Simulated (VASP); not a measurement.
# B (Fd-3m) in VASP: notebook

The runs below take B through single point, relaxation of cell and atoms, with PBE.

Program: VASP 6.6.1. These are calculated values, not measurements. Logs are shortened: lines on timing, memory, paths and dates and some standing lists are left out, and cuts for length are marked.

## Step 1: The cell of the first run

Symmetry: Fd-3m, No. 227, cubic system. Conventional cell: a = 4.049 Å, b = 4.049 Å, c = 4.049 Å, α = 90.00°, β = 90.00°, γ = 90.00°. B (site symmetry -43m) has 4 B at 1.75 Å within 2.3 Å.

## Step 2: Single point, PBE

INCAR reads:

```
PREC = Accurate
ENCUT = 520
EDIFF = 1E-7
ISMEAR = 0
SIGMA = 0.1
LREAL = F
LASPH = T
NELM = 100
ALGO = Normal
ISIF = 2
LWAVE = F
LCHARG = F
GGA = PE
NBANDS = 10
```

KPOINTS reads:

```
regular mesh
0
Gamma
  8 8 8
```

POSCAR reads:

```
B
1.0
    0.0000000000      2.0247084311      2.0247084311
    2.0247084311      0.0000000000      2.0247084311
    2.0247084311      2.0247084311      0.0000000000
B
2
Direct
    0.5000000000      0.5000000000      0.5000000000
    0.7500000000      0.7500000000      0.7500000000
```

Potentials or basis: VASP PAW PBE potentials, release 64 (B).

Launch:

```
$ cat potpaw_PBE.64/B/POTCAR > POTCAR
$ mpirun -np 1 vasp_std > vasp.out
```

OUTCAR:

```text
PREC = Accurate
   ENCUT = 520
   EDIFF = 1E-7
   ISMEAR = 0
   LREAL = F
   LASPH = T
   NELM = 100
   ISIF = 2
   GGA = PE

 ion  position               nearest neighbor table
   1  0.500  0.500  0.500-   2 1.75   2 1.75   2 1.75   2 1.75
   2  0.750  0.750  0.750-   1 1.75   1 1.75   1 1.75   1 1.75

  LATTYP: Found a face centered cubic cell.
 ALAT       =     4.0494168622

  Lattice vectors:

 A1 = (   0.0000000000,   2.0247084311,   2.0247084311)
 A2 = (   2.0247084311,   0.0000000000,   2.0247084311)
 A3 = (   2.0247084311,   2.0247084311,   0.0000000000)

Analysis of symmetry for initial positions (statically):
=====================================================================
 Subroutine PRICEL returns:
 Original cell was already a primitive cell.

 Routine SETGRP: Setting up the symmetry group for a
 face centered cubic supercell.

 Subroutine GETGRP returns: Found 48 space group operations
 (whereof 24 operations were pure point group operations)
 out of a pool of 48 trial point group operations.

The static configuration has the point symmetry T_d .
 The point group associated with its full space group is O_h .

Analysis of symmetry for dynamics (positions and initial velocities):
=====================================================================
 Subroutine PRICEL returns:
 Original cell was already a primitive cell.

 Routine SETGRP: Setting up the symmetry group for a
 face centered cubic supercell.

 Subroutine GETGRP returns: Found 48 space group operations
 (whereof 24 operations were pure point group operations)
 out of a pool of 48 trial point group operations.

The dynamic configuration has the point symmetry T_d .
 The point group associated with its full space group is O_h .

 Subroutine INISYM returns: Found 48 space group operations
 (whereof 24 operations are pure point group operations),
 and found     1 'primitive' translations

----------------------------------------------------------------------------------------

                                     Primitive cell

  volume of cell :      16.6004

  direct lattice vectors                    reciprocal lattice vectors
     0.000000000  2.024708431  2.024708431    -0.246949137  0.246949137  0.246949137
     2.024708431  0.000000000  2.024708431     0.246949137 -0.246949137  0.246949137
     2.024708431  2.024708431  0.000000000     0.246949137  0.246949137 -0.246949137

  length of vectors
     2.863370123  2.863370123  2.863370123     0.427728452  0.427728452  0.427728452

  position of ions in fractional coordinates (direct lattice)
     0.500000000  0.500000000  0.500000000
     0.750000000  0.750000000  0.750000000

  ion indices of the primitive-cell ions
   primitive index   ion index
                 1           1
                 2           2

----------------------------------------------------------------------------------------

 KPOINTS: regular mesh

Automatic generation of k-mesh.
 Grid dimensions read from file:
 generate k-points for:    8    8    8

 Generating k-lattice:

  Cartesian coordinates                     Fractional coordinates (reciprocal lattice)
    -0.030868642  0.030868642  0.030868642     0.125000000  0.000000000  0.000000000
     0.030868642 -0.030868642  0.030868642     0.000000000  0.125000000  0.000000000
     0.030868642  0.030868642 -0.030868642     0.000000000  0.000000000  0.125000000

  Length of vectors
     0.053466057  0.053466057  0.053466057

  Shift w.r.t. Gamma in fractional coordinates (k-lattice)
     0.000000000  0.000000000  0.000000000

 Subroutine IBZKPT returns following result:
 ===========================================

 Found     29 irreducible k-points:

 Following reciprocal coordinates:
            Coordinates               Weight
  0.000000  0.000000  0.000000      1.000000
  0.125000  0.000000  0.000000      8.000000
  0.250000  0.000000  0.000000      8.000000
  0.375000  0.000000  0.000000      8.000000
  0.500000  0.000000  0.000000      4.000000
  0.125000  0.125000  0.000000      6.000000
[... 16 lines left out ...]
  0.500000  0.250000  0.125000     48.000000
 -0.375000  0.250000  0.125000     24.000000
 [... further k-points ...]
   k-points           NKPTS =     29   k-points in BZ     NKDIM =     29   number of bands    NBANDS=     10
   number of dos      NEDOS =    301   number of ions     NIONS =      2
   total plane-waves  NPLWV =  13824
   dimension x,y,z NGX =    24 NGY =   24 NGZ =   24
   dimension x,y,z NGXF=    48 NGYF=   48 NGZF=   48
   ions per type =               2
   NGX,Y,Z   is equivalent  to a cutoff of  13.93, 13.93, 13.93 a.u.
   NGXF,Y,Z  is equivalent  to a cutoff of  27.87, 27.87, 27.87 a.u.
 SYSTEM =  unknown system
   PREC   = accura    normal or accurate (medium, high low for compatibility)
   ISTART =      0    job   : 0-new  1-cont  2-samecut
   ICHARG =      2    charge: 1-file 2-atom 10-const
   ISPIN  =      1    spin polarized calculation?
   LNONCOLLINEAR =      F non collinear calculations
   LSORBIT =      F    spin-orbit coupling
   LASPH  =      T    aspherical Exc in radial PAW
   ENCUT  =  520.0 eV  38.22 Ry    6.18 a.u.   5.32  5.32  5.32*2*pi/ulx,y,z
   NELM   =    100;   NELMIN=  2; NELMDL= -5     # of ELM steps
   EDIFF  = 0.1E-06   stopping-criterion for ELM
   LREAL  =      F    real-space projection
   EDIFFG = 0.1E-05   stopping-criterion for IOM
   NSW    =      0    number of steps for IOM
   IBRION =     -1    ionic relax: 0-MD 1-quasi-New 2-CG
   NFREE  =      0    steps in history (QN), initial steepest desc. (CG)
   ISIF   =      2    stress and relaxation
   ISYM   =      2    0-nonsym 1-usesym 2-fastsym
   POTIM  = 0.5000    time-step for ionic-motion
   TEBEG  =    0.0;   TEEND  =   0.0 temperature during run
   PSTRESS=    0.0 pullay stress
   NELECT =       6.0000    total number of electrons
   NUPDOWN=      -1.0000    fix difference up-down
   EMIN   =  10.00;   EMAX   =-10.00  energy-range for DOS
   EFERMI =   0.00;   METHOD = LEGACY
   ISMEAR =     0;   SIGMA  =   0.10  broadening in eV -4-tet -1-fermi 0-gaus
   EFERMI_NEDOS =   21; number of points for ismear=-14 and -15
   IALGO  =     38    algorithm
   IMIX   =      4    mixing-type and parameters
     AMIX     =   0.40;   BMIX     =  1.00
     AMIX_MAG =   1.60;   BMIX_MAG =  1.00
  volume/ion in A,a.u.               =       8.30        56.01
  Fermi-wavevector in a.u.,A,eV,Ry     =   1.166146  2.203696 18.502501  1.359895
  Thomas-Fermi vector in A             =   2.302662
   LORBIT       =      0    0 simple, 1 ext, 2 COOP (PROOUT), +10 PAW based schemes
   GGA     = PE    functional components
   LHFCALC =     F    Hartree Fock is set to
   AEXX    =    0.0000 exact exchange contribution
   IVDW    =     0    specifies the selected vdW correction
   LEPSILON=     F    determine dielectric tensor
   LRPA    =     F    only Hartree local field effects (RPA)
 non-spin polarized calculation
 Gauss-broadening in eV      SIGMA  =   0.10
  energy-cutoff  :      520.00
  volume of cell :       16.60
 maximum number of plane-waves:       459
 NGX is ok and might be reduce to    24
   NGX = 11   NGY = 11   NGZ = 11

 number of electron       6.0000000 magnetization

 Free energy of the ion-electron system (eV)
  ---------------------------------------------------
  ext. energy  EPLUGINS =         0.00000000
  ---------------------------------------------------
  free energy    TOTEN  =       -11.52058148 eV

  energy without entropy =      -11.51443358  energy(sigma->0) =      -11.51750753

 E-fermi :   3.7476     XC(G=0): -11.2051

 val. band max:        3.6714451315   @ k =   0.3750   0.2500   0.0000
 cond. band min:       3.7841011840   @ k =  -0.3750   0.2500   0.1250
 fundamental gap:      0.1126560524
 Fermi energy:         3.7475735149

 k-point     1 :       0.0000    0.0000    0.0000
  band No.  band energies     occupation
      1      -9.1219      2.00000
      2       7.8033      0.00000
      3       7.8033      0.00000
      4       7.8033      0.00000
      5      11.9506      0.00000
      6      11.9506      0.00000
      7      11.9506      0.00000
      8      20.3233      0.00000
      9      22.5642      0.00000
     10      26.7568      0.00000

 k-point     2 :       0.1250    0.0000    0.0000
  band No.  band energies     occupation
      1      -8.7832      2.00000
      2       5.7883      0.00000
      3       7.2327      0.00000
      4       7.2327      0.00000
      5      12.7030      0.00000
      6      12.7030      0.00000
      7      13.2050      0.00000
      8      20.2531      0.00000
      9      23.1018      0.00000
     10      24.3555      0.00000

 k-point     3 :       0.2500    0.0000    0.0000
  band No.  band energies     occupation
      1      -7.7732      2.00000
      2       2.4298      2.00000
      3       6.3188      0.00000
      4       6.3188      0.00000
      5      13.7623      0.00000
      6      13.7623      0.00000
      7      14.6164      0.00000
      8      20.0326      0.00000
      9      23.6241      0.00000
     10      23.6293      0.00000

 k-point     4 :       0.3750    0.0000    0.0000
  band No.  band energies     occupation
      1      -6.1190      2.00000
      2      -0.8390      2.00000
      3       5.6843      0.00000
      4       5.6843      0.00000
      5      14.0528      0.00000
      6      14.0528      0.00000
      7      15.4180      0.00000
      8      19.7276      0.00000
      9      24.5480      0.00000
     10      25.3206      0.00000
[... 222 lines left out ...]
 k-point    22 :       0.3750    0.2500    0.1250
  band No.  band energies     occupation
      1      -6.8842      2.00000
      2       2.6512      2.00000
      3       3.1399      2.00000
      4       5.4142      0.00000
      5      12.7687      0.00000
      6      15.4212      0.00000
      7      17.0604      0.00000
      8      17.1668      0.00000
      9      24.0442      0.00000
     10      24.5440      0.00000

 k-point    23 :       0.5000    0.2500    0.1250
  band No.  band energies     occupation
      1      -5.2556      2.00000
      2      -0.1212      2.00000
      3       2.6577      2.00000
      4       4.3477      0.00000
      5      13.6653      0.00000
      6      15.1562      0.00000
      7      18.0263      0.00000
      8      18.5125      0.00000
      9      23.3190      0.00000
     10      25.2428      0.00000

 k-point    24 :      -0.3750    0.2500    0.1250
  band No.  band energies     occupation
      1      -3.4978      2.00000
      2      -2.3699      2.00000
      3       2.6989      2.00000
      4       3.7841      0.60545
      5      13.6593      0.00000
      6      15.3026      0.00000
      7      18.8877      0.00000
      8      19.8617      0.00000
      9      21.4037      0.00000
     10      27.2621      0.00000

 [... further k-points ...]

------------------------ aborting loop because EDIFF is reached ----------------------------------------

  FORCE on cell =-STRESS in cart. coord.  units (eV):
  Direction    XX          YY          ZZ          XY          YZ          ZX
  --------------------------------------------------------------------------------------
  -------------------------------------------------------------------------------------
  Total        0.0274336      0.0274336      0.0274336     -0.0000000     -0.0000000      0.0000000
  in kB        2.6477436      2.6477436      2.6477436     -0.0000000     -0.0000000      0.0000000
  external PRESSURE =       2.6477436 kB  Pullay stress =       0.0000000 kB

 VOLUME and BASIS-vectors are now :
 -----------------------------------------------------------------------------
  energy-cutoff  :      520.00
  volume of cell :       16.60
      direct lattice vectors                 reciprocal lattice vectors
     0.000000000  2.024708431  2.024708431    -0.246949137  0.246949137  0.246949137
     2.024708431  0.000000000  2.024708431     0.246949137 -0.246949137  0.246949137
     2.024708431  2.024708431  0.000000000     0.246949137  0.246949137 -0.246949137

 POSITION                                       TOTAL-FORCE (eV/Angst)
 -----------------------------------------------------------------------------------
      2.02471      2.02471      2.02471         0.000000      0.000000      0.000000
      3.03706      3.03706      3.03706        -0.000000     -0.000000     -0.000000
 -----------------------------------------------------------------------------------
    total drift:                                0.000000      0.000000      0.000000

  FREE ENERGIE OF THE ION-ELECTRON SYSTEM (eV)
  ---------------------------------------------------
  free  energy   TOTEN  =       -11.5205814763 eV

  energy  without entropy=      -11.5144335778  energy(sigma->0) =      -11.51750753
```

Run time: 5 s. Hardware: 1 thread of Intel Xeon 8259CL, shared host; peak memory 0.13 GiB.

What came out:

```yaml
Free_energy: -11.5206 eV
Pressure: 0.3 GPa
Band_gap_on_the_k_mesh: zero (band 3 reaches 7.80 eV, above the bottom of band 4 at 0.62 eV)
```

Levels at points of the mesh, in eV from the Fermi level:
```
           k point  band 1  band 2  band 3  band 4  band 5  band 6  band 7
(0.00, 0.00, 0.00)  -12.87    4.06    4.06    4.06    8.20    8.20    8.20
(0.50, 0.00, 0.00)   -8.02   -6.99    1.72    1.72   10.26   10.26   11.93
(0.50, 0.50, 0.00)   -5.95   -5.95   -1.27   -1.27    7.23    7.23   18.24
```

[end of part 1 of 2]
